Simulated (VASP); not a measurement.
# Cr (Im-3m) in VASP: notebook

Runs on Cr. Level: PBEsol. Tasks: single point, relaxation of cell and atoms.

Everything below comes from runs of VASP 6.6.1. Logs are shortened: lines on timing, memory, paths and dates and some standing lists are left out, and cuts for length are marked.

## Step 1: The cell of the first run

The structure is cubic, space group Im-3m (No. 229). Conventional cell: a = 2.799 Å, b = 2.799 Å, c = 2.799 Å, α = 90.00°, β = 90.00°, γ = 90.00°. Within 3.2 Å of Cr (site symmetry m-3m) lie 14 Cr at 2.42 to 2.80 Å.

## Step 2: Single point, PBEsol, collinear spin, ferromagnetic start

File INCAR:

```
SYSTEM = Cr
  ALGO = Normal
  EDIFF = 1E-6
  ENCUT = 520
  GGA = PS
  ISIF = 2
  ISMEAR = -1
  ISPIN = 2
  LASPH = .TRUE.
  LCHARG = .FALSE.
  LMAXMIX = 4
  LORBIT = 11
  LREAL = .FALSE.
  LWAVE = .FALSE.
  MAGMOM = 3
  NBANDS = 16
  NELM = 150
  PREC = Accurate
  SIGMA = 0.1
```

File KPOINTS:

```
k-points
0
G
  19 19 19
  0 0 0
```

File POSCAR:

```
Cr
1.0
    2.4240231045     -0.0000000134     -0.0000000232
   -0.8080076888      2.2853909044     -0.0000000232
   -0.8080076888     -1.1426954186      1.9792066001
Cr
1
Direct
    0.0000000000      0.0000000000      0.0000000000
```

Potentials or basis: VASP PAW PBE potentials, release 64 (Cr_pv).

Run with:

```sh
$ cat potpaw_PBE.64/Cr_pv/POTCAR > POTCAR
$ mpirun -np 1 vasp_std > vasp.out
```

OUTCAR:

```text
SYSTEM = Cr
   EDIFF = 1E-6
   ENCUT = 520
   GGA = PS
   ISIF = 2
   ISMEAR = -1
   ISPIN = 2
   LASPH = .TRUE.
   LORBIT = 11
   LREAL = .FALSE.
   NELM = 150
   PREC = Accurate

 ion  position               nearest neighbor table
   1  0.000  0.000  0.000-

  LATTYP: Found a body centered cubic cell.
 ALAT       =     2.7990207837

  Lattice vectors:

 A1 = (   2.4240231045,  -0.0000000134,  -0.0000000232)
 A2 = (  -0.8080076888,   2.2853909044,  -0.0000000232)
 A3 = (  -0.8080076888,  -1.1426954186,   1.9792066001)

Analysis of symmetry for initial positions (statically):
=====================================================================
 Subroutine PRICEL returns:
 Original cell was already a primitive cell.

 Routine SETGRP: Setting up the symmetry group for a
 body centered cubic supercell.

 Subroutine GETGRP returns: Found 48 space group operations
 (whereof 48 operations were pure point group operations)
 out of a pool of 48 trial point group operations.

The static configuration has the point symmetry O_h .

Analysis of symmetry for dynamics (positions and initial velocities):
=====================================================================
 Subroutine PRICEL returns:
 Original cell was already a primitive cell.

 Routine SETGRP: Setting up the symmetry group for a
 body centered cubic supercell.

 Subroutine GETGRP returns: Found 48 space group operations
 (whereof 48 operations were pure point group operations)
 out of a pool of 48 trial point group operations.

The dynamic configuration has the point symmetry O_h .

Analysis of structural, dynamic, and magnetic symmetry:
=====================================================================
 Subroutine PRICEL returns:
 Original cell was already a primitive cell.

 Routine SETGRP: Setting up the symmetry group for a
 body centered cubic supercell.

 Subroutine GETGRP returns: Found 48 space group operations
 (whereof 48 operations were pure point group operations)
 out of a pool of 48 trial point group operations.

The overall configuration has the point symmetry O_h .

 Subroutine INISYM returns: Found 48 space group operations
 (whereof 48 operations are pure point group operations),
 and found     1 'primitive' translations

----------------------------------------------------------------------------------------

                                     Primitive cell

  volume of cell :      10.9645

  direct lattice vectors                    reciprocal lattice vectors
     2.424023104 -0.000000013 -0.000000023     0.412537325  0.145853970  0.252626479
    -0.808007689  2.285390904 -0.000000023     0.000000005  0.437561910  0.252626479
    -0.808007689 -1.142695419  1.979206600     0.000000005  0.000000007  0.505252969

  length of vectors
     2.424023104  2.424023104  2.424023104     0.505252969  0.505252969  0.505252969

  position of ions in fractional coordinates (direct lattice)
     0.000000000  0.000000000  0.000000000

  ion indices of the primitive-cell ions
   primitive index   ion index
                 1           1

----------------------------------------------------------------------------------------

 KPOINTS: k-points

Automatic generation of k-mesh.
 Grid dimensions read from file:
 generate k-points for:   19   19   19

 Generating k-lattice:

  Cartesian coordinates                     Fractional coordinates (reciprocal lattice)
     0.021712491  0.007676525  0.013296130     0.052631579 -0.000000000 -0.000000000
     0.000000000  0.023029574  0.013296130    -0.000000000  0.052631579  0.000000000
     0.000000000  0.000000000  0.026592262     0.000000000  0.000000000  0.052631579

  Length of vectors
     0.026592262  0.026592262  0.026592262

  Shift w.r.t. Gamma in fractional coordinates (k-lattice)
     0.000000000  0.000000000  0.000000000

 Subroutine IBZKPT returns following result:
 ===========================================

 Found    220 irreducible k-points:

 Following reciprocal coordinates:
            Coordinates               Weight
  0.000000  0.000000  0.000000      1.000000
  0.052632  0.000000 -0.000000     12.000000
  0.105263  0.000000 -0.000000     12.000000
  0.157895 -0.000000  0.000000     12.000000
  0.210526 -0.000000 -0.000000     12.000000
  0.263158  0.000000  0.000000     12.000000
[... 16 lines left out ...]
  0.263158  0.105263 -0.000000     48.000000
  0.315789  0.105263 -0.000000     48.000000
 [... further k-points ...]
   k-points           NKPTS =    220   k-points in BZ     NKDIM =    220   number of bands    NBANDS=     16
   number of dos      NEDOS =    301   number of ions     NIONS =      1
   total plane-waves  NPLWV =   5832
   dimension x,y,z NGX =    18 NGY =   18 NGZ =   18
   dimension x,y,z NGXF=    36 NGYF=   36 NGZF=   36
   ions per type =               1
   NGX,Y,Z   is equivalent  to a cutoff of  12.34, 12.34, 12.34 a.u.
   NGXF,Y,Z  is equivalent  to a cutoff of  24.69, 24.69, 24.69 a.u.
 SYSTEM =  Cr
   PREC   = accura    normal or accurate (medium, high low for compatibility)
   ISTART =      0    job   : 0-new  1-cont  2-samecut
   ICHARG =      2    charge: 1-file 2-atom 10-const
   ISPIN  =      2    spin polarized calculation?
   LNONCOLLINEAR =      F non collinear calculations
   LSORBIT =      F    spin-orbit coupling
   LASPH  =      T    aspherical Exc in radial PAW
   ENCUT  =  520.0 eV  38.22 Ry    6.18 a.u.   4.51  4.51  4.51*2*pi/ulx,y,z
   NELM   =    150;   NELMIN=  2; NELMDL= -5     # of ELM steps
   EDIFF  = 0.1E-05   stopping-criterion for ELM
   LREAL  =      F    real-space projection
   EDIFFG = 0.1E-04   stopping-criterion for IOM
   NSW    =      0    number of steps for IOM
   IBRION =     -1    ionic relax: 0-MD 1-quasi-New 2-CG
   NFREE  =      0    steps in history (QN), initial steepest desc. (CG)
   ISIF   =      2    stress and relaxation
   ISYM   =      2    0-nonsym 1-usesym 2-fastsym
   POTIM  = 0.5000    time-step for ionic-motion
   TEBEG  =    0.0;   TEEND  =   0.0 temperature during run
   PSTRESS=    0.0 pullay stress
   NELECT =      12.0000    total number of electrons
   NUPDOWN=      -1.0000    fix difference up-down
   EMIN   =  10.00;   EMAX   =-10.00  energy-range for DOS
   EFERMI =   0.00;   METHOD = LEGACY
   ISMEAR =    -1;   SIGMA  =   0.10  broadening in eV -4-tet -1-fermi 0-gaus
   EFERMI_NEDOS =   21; number of points for ismear=-14 and -15
   IALGO  =     38    algorithm
   IMIX   =      4    mixing-type and parameters
     AMIX     =   0.40;   BMIX     =  1.00
     AMIX_MAG =   1.60;   BMIX_MAG =  1.00
  volume/ion in A,a.u.               =      10.96        73.99
  Fermi-wavevector in a.u.,A,eV,Ry     =   1.687093  3.188144 38.726046  2.846284
  Thomas-Fermi vector in A             =   2.769641
   LORBIT       =     11    0 simple, 1 ext, 2 COOP (PROOUT), +10 PAW based schemes
   GGA     = PS    functional components
   LHFCALC =     F    Hartree Fock is set to
   AEXX    =    0.0000 exact exchange contribution
   IVDW    =     0    specifies the selected vdW correction
   LEPSILON=     F    determine dielectric tensor
   LRPA    =     F    only Hartree local field effects (RPA)
 spin polarized calculation
  energy-cutoff  :      520.00
  volume of cell :       10.96
 maximum number of plane-waves:       321
 NGX is ok and might be reduce to    18
   NGX =  9   NGY =  9   NGZ =  9

 number of electron      12.0000013 magnetization      -0.0000797

 number of electron      12.0000013 magnetization       0.0000054

 Free energy of the ion-electron system (eV)
  ---------------------------------------------------
  ext. energy  EPLUGINS =         0.00000000
  ---------------------------------------------------
  free energy    TOTEN  =       -10.25115867 eV

  energy without entropy =      -10.22767587  energy(sigma->0) =      -10.23941727

 E-fermi :  11.5693     XC(G=0): -14.1426

 val. band max:       11.5507439932   @ k =  -0.2105   0.3158   0.1053
 cond. band min:      11.5859640826   @ k =  -0.3158   0.3158   0.2632
 fundamental gap:      0.0352200894
 Fermi energy:        11.5692831527

 spin component 1

 k-point     1 :       0.0000    0.0000    0.0000
  band No.  band energies     occupation
      1     -30.9213      1.00000
      2     -30.9213      1.00000
      3     -30.9213      1.00000
      4       3.5162      1.00000
      5      10.6051      0.99994
      6      10.6051      0.99994
[... 8 lines left out ...]
     15      42.3079      0.00000
     16      47.3267      0.00000
[... 419 lines left out ...]
 k-point    24 :       0.3158    0.1053   -0.0000
  band No.  band energies     occupation
      1     -31.8297      1.00000
      2     -31.2332      1.00000
      3     -30.9699      1.00000
      4       7.1709      1.00000
      5       9.2025      1.00000
      6      10.5759      0.99995
[... 8 lines left out ...]
     15      42.5884      0.00000
     16      44.0052      0.00000

 [... further k-points ...]

 spin component 2

 k-point     1 :       0.0000    0.0000    0.0000
  band No.  band energies     occupation
      1     -30.9213      1.00000
      2     -30.9213      1.00000
      3     -30.9213      1.00000
      4       3.5162      1.00000
      5      10.6052      0.99994
      6      10.6052      0.99994
[... 8 lines left out ...]
     15      42.3080      0.00000
     16      47.3267      0.00000
[... 419 lines left out ...]
 k-point    24 :       0.3158    0.1053   -0.0000
  band No.  band energies     occupation
      1     -31.8296      1.00000
      2     -31.2332      1.00000
      3     -30.9699      1.00000
      4       7.1709      1.00000
      5       9.2025      1.00000
      6      10.5759      0.99995
[... 8 lines left out ...]
     15      42.5884      0.00000
     16      44.0052      0.00000

 [... further k-points ...]

------------------------ aborting loop because EDIFF is reached ----------------------------------------

  FORCE on cell =-STRESS in cart. coord.  units (eV):
  Direction    XX          YY          ZZ          XY          YZ          ZX
  --------------------------------------------------------------------------------------
  -------------------------------------------------------------------------------------
  Total        0.3024592      0.3024592      0.3024592      0.0000000      0.0000000      0.0000000
  in kB       44.1966188     44.1966188     44.1966188      0.0000000      0.0000000      0.0000000
  external PRESSURE =      44.1966188 kB  Pullay stress =       0.0000000 kB

 VOLUME and BASIS-vectors are now :
 -----------------------------------------------------------------------------
  energy-cutoff  :      520.00
  volume of cell :       10.96
      direct lattice vectors                 reciprocal lattice vectors
     2.424023104 -0.000000013 -0.000000023     0.412537325  0.145853970  0.252626479
    -0.808007689  2.285390904 -0.000000023     0.000000005  0.437561910  0.252626479
    -0.808007689 -1.142695419  1.979206600     0.000000005  0.000000007  0.505252969

 POSITION                                       TOTAL-FORCE (eV/Angst)
 -----------------------------------------------------------------------------------
      0.00000      0.00000      0.00000        -0.000000      0.000000      0.000000
 -----------------------------------------------------------------------------------
    total drift:                               -0.000000      0.000000      0.000000

  FREE ENERGIE OF THE ION-ELECTRON SYSTEM (eV)
  ---------------------------------------------------
  free  energy   TOTEN  =       -10.2511586670 eV

  energy  without entropy=      -10.2276758739  energy(sigma->0) =      -10.23941727

 total charge

# of ion       s       p       d       tot
------------------------------------------
    1        0.450   6.444   4.280  11.173

 magnetization (x)

# of ion       s       p       d       tot
------------------------------------------
    1       -0.000  -0.000   0.000   0.000
```

Run time: 26 s. Hardware: 1 thread of Intel Xeon 6975P-C (Granite Rapids), shared host; peak memory 0.16 GiB.

What came out:

| Item | Value |
| --- | --- |
| Free energy | -10.2512 eV |
| Pressure | 4.4 GPa |
| Band gap on the k mesh | zero (filled and empty bands overlap) |
| Net moment | 0.00 μB per cell |
| Valence electrons inside the program's atomic spheres | Cr 11.17 |

Caveat: the cell stands under pressure; an empty level that is flat over the whole mesh can mark a ghost state of the potentials, or a narrow d or f band; the PAW data sets were made with another functional, which shifts forces and pressure a little.

## Step 3: Single point, PBEsol, collinear spin, ferromagnetic start

This run uses another cell than the first one, of 11.15 Å³/atom.

File INCAR:

```
  ALGO = Normal
  EDIFF = 1E-6
  ENCUT = 520
  GGA = PS
  ISIF = 2
  ISMEAR = -1
  ISPIN = 2
  LASPH = True
  LCHARG = False
  LMAXMIX = 4
  LORBIT = 11
  LREAL = False
  LWAVE = False
  MAGMOM = 3
  NBANDS = 16
  NELM = 150
  PREC = Accurate
  SIGMA = 0.1
```

File KPOINTS:

```
k-points
0
Gamma
  19 19 19
```

File POSCAR:

```
Cr
1.0
    2.4379273141     -0.0000000135     -0.0000000234
   -0.8126424253      2.2984999190     -0.0000000234
   -0.8126424253     -1.1492499257      1.9905593399
Cr
1
Direct
    0.0000000000      0.0000000000      0.0000000000
```

Potentials or basis: VASP PAW PBE potentials, release 64 (Cr_pv).

Run with:

```sh
$ cat potpaw_PBE.64/Cr_pv/POTCAR > POTCAR
$ mpirun -np 1 vasp_std > vasp.out
```

Run time: 26 s. Hardware: 1 thread of Intel Xeon 6975P-C (Granite Rapids), shared host; peak memory 0.17 GiB.

The run converged. Its results:

| Item | Value |
| --- | --- |
| Free energy | -10.2535 eV |
| Pressure | -0.6 GPa |
| Band gap on the k mesh | zero (filled and empty bands overlap) |
| Net moment | 0.00 μB per cell |
| Valence electrons inside the program's atomic spheres | Cr 11.13 |

Levels at points of the mesh, in eV from the Fermi level:
Spin up:
```tsv
k point	band 4	band 5	band 6	band 7	band 8	band 9
(0.00, 0.00, 0.00)	-7.99	-0.94	-0.94	-0.94	1.18	1.18
```
Spin down:
| k point | band 3 | band 4 | band 5 | band 6 | band 7 | band 8 | band 9 | band 10 |
| --- | --- | --- | --- | --- | --- | --- | --- | --- |
| (0.00, 0.00, 0.00) | -42.51 | -7.99 | -0.94 | -0.94 | -0.94 | 1.18 | 1.18 | 7.12 |

Caveat: an empty level that is flat over the whole mesh can mark a ghost state of the potentials, or a narrow d or f band; the PAW data sets were made with another functional, which shifts forces and pressure a little.

## Step 4: Relaxation of cell and atoms, PBEsol, collinear spin, ferromagnetic start

This run uses another cell than the first one, of 11.99 Å³/atom.

File INCAR:

```
ALGO = Normal
EDIFF = 1E-6
EDIFFG = -0.01
ENCUT = 600
GGA = PS
IBRION = 2
ISIF = 3
ISMEAR = -1
ISPIN = 2
LASPH = T
LCHARG = F
LMAXMIX = 4
LORBIT = 11
LREAL = F
LWAVE = F
MAGMOM = 3
NELM = 150
NSW = 80
PREC = Accurate
SIGMA = 0.1
```

KPOINTS is that of step 3.

File POSCAR:

```
Cr
1.0
    2.4975310000      0.0000000000      0.0000000000
   -0.8325103073      2.3546948177      0.0000000000
   -0.8325103073     -1.1773473535      2.0392255622
Cr
1
Direct
    0.0000000000      0.0000000000      0.0000000000
```

Run with:

```sh
$ cat potpaw_PBE.64/Cr_pv/POTCAR > POTCAR
$ mpirun -np 1 vasp_std > vasp.out
```

Run time: 62 s. Hardware: 1 thread of Intel Xeon 6975P-C (Granite Rapids), shared host; peak memory 0.18 GiB.

Results (log left out):

```yaml
Free_energy: -10.2542 eV
Relaxed_volume: 11.13 Å³/atom
Relaxed_cell: a = 2.436 Å, b = 2.436 Å, c = 2.436 Å, α = 109.47°, β = 109.47°, γ = 109.47°
Space_group_after_relaxing_to_0.1_Å: Im-3m (No. 229)
Energy_gained_by_relaxing: 52.1 meV/atom
Ionic_steps: 4
Pressure_after_relaxing: -0.1 GPa
Band_gap_on_the_k_mesh: zero (filled and empty bands overlap)
Net_moment: 0.00 μB per cell
Valence_electrons_inside_the_program's_atomic_spheres: Cr 11.14
```

Step by step:
| step | energy change (eV) | largest force (eV/Å) | pressure (GPa) | volume (Å³) |
| --- | --- | --- | --- | --- |
| 1 | 0.0000 | 0.0000 | -18.02 | 11.99 |
| 2 | 0.1222 | 0.0000 | 47.05 | 9.80 |
| 3 | -0.0520 | 0.0000 | -0.80 | 11.16 |
| 4 | -0.0521 | 0.0000 | -0.14 | 11.13 |

Final structure:
```yaml
crystal:
  lattice:
    - [2.43629, 0.00000, 0.00000]
    - [-0.81210, 2.29696, 0.00000]
    - [-0.81210, -1.14848, 1.98922]
  atoms:
    - { symbol: Cr, position: [0.00000, 0.00000, 0.00000] }
```

Levels at points of the mesh, in eV from the Fermi level:
Spin up:
```tsv
k point	band 3	band 4	band 5	band 6	band 7	band 8	band 9	band 10
(0.00, 0.00, 0.00)	-42.51	-8.00	-0.94	-0.94	-0.94	1.19	1.19	7.13
```
Spin down:
```tsv
k point	band 4	band 5	band 6	band 7	band 8	band 9
(0.00, 0.00, 0.00)	-8.00	-0.94	-0.94	-0.94	1.19	1.19
```

Caveat: the PAW data sets were made with another functional, which shifts forces and pressure a little.

## Step 5: Relaxation of cell and atoms, PBEsol, collinear spin, ferromagnetic start, target pressure 5 GPa, at which the enthalpy is minimised

This run uses another cell than the first one, of 11.99 Å³/atom.

File INCAR:

```
SYSTEM = Cr
ALGO = Normal
EDIFF = 1E-7
EDIFFG = -0.01
ENCUT = 600
GGA = PS
IBRION = 2
ISIF = 3
ISMEAR = -1
ISPIN = 2
LASPH = .TRUE.
LCHARG = .FALSE.
LMAXMIX = 4
LORBIT = 11
LREAL = .FALSE.
LWAVE = .FALSE.
MAGMOM = 3
NELM = 150
NSW = 80
PREC = Accurate
PSTRESS = 50.0
SIGMA = 0.1
```

File KPOINTS:

```
k-points
0
G
  19 19 19
  0 0 0
```

POSCAR is that of step 4.

Run with:

```sh
$ cat potpaw_PBE.64/Cr_pv/POTCAR > POTCAR
$ mpirun -np 1 vasp_std > vasp.out
```

It took 1.8 min on 1 thread of Intel Xeon 6975P-C (Granite Rapids), shared host; peak memory 0.2 GiB.

It converged, with:

```
Free energy                                                : -10.2513 eV
Relaxed volume                                             : 10.94 Å³/atom
Relaxed cell                                               : a = 2.422 Å, b = 2.422 Å, c = 2.422 Å, α = 109.47°, β = 109.47°, γ = 109.47°
Space group after relaxing (to 0.1 Å)                      : Im-3m (No. 229)
Energy change on relaxing (the run minimises the enthalpy) : -49.2 meV/atom
Ionic steps                                                : 7
Pressure after relaxing                                    : 5.0 GPa
Band gap on the k mesh                                     : zero (filled and empty bands overlap)
Net moment                                                 : 0.00 μB per cell
Valence electrons inside the program's atomic spheres      : Cr 11.18
```

Step by step:
| step | energy change (eV) | largest force (eV/Å) | pressure (GPa) | volume (Å³) |
| --- | --- | --- | --- | --- |
| 1 | 0.0000 | 0.0000 | -18.02 | 11.99 |
| 2 | 0.3360 | 0.0000 | 77.44 | 9.24 |
| 3 | -0.0506 | 0.0000 | 3.48 | 10.99 |
| 4 | -0.0495 | 0.0000 | 4.72 | 10.95 |
| 5 | -0.0489 | 0.0000 | 5.28 | 10.93 |
| 6 | -0.0497 | 0.0000 | 4.54 | 10.96 |
| 7 | -0.0492 | 0.0000 | 5.01 | 10.94 |

Final structure:
```
Cr
1.0
     2.42215    0.00000    0.00000
    -0.80738    2.28362    0.00000
    -0.80738   -1.14181    1.97768
Cr
1
Cartesian
  0.0000 0.0000 0.0000
```

Levels at points of the mesh, in eV from the Fermi level:
Spin up:
| k point | band 2 | band 3 | band 4 | band 5 | band 6 | band 7 | band 8 | band 9 | band 10 | band 11 |
| --- | --- | --- | --- | --- | --- | --- | --- | --- | --- | --- |
| (0.00, 0.00, 0.00) | -42.49 | -42.49 | -8.06 | -0.97 | -0.97 | -0.97 | 1.21 | 1.21 | 7.14 | 22.72 |
Spin down:
```csv
k point,band 4,band 5,band 6,band 7,band 8,band 9
"(0.00, 0.00, 0.00)",-8.06,-0.97,-0.97,-0.97,1.21,1.21
```

Caveat: the cell is relaxed towards a set pressure, so the run minimises the enthalpy, not the energy; an empty level that is flat over the whole mesh can mark a ghost state of the potentials, or a narrow d or f band; the PAW data sets were made with another functional, which shifts forces and pressure a little.
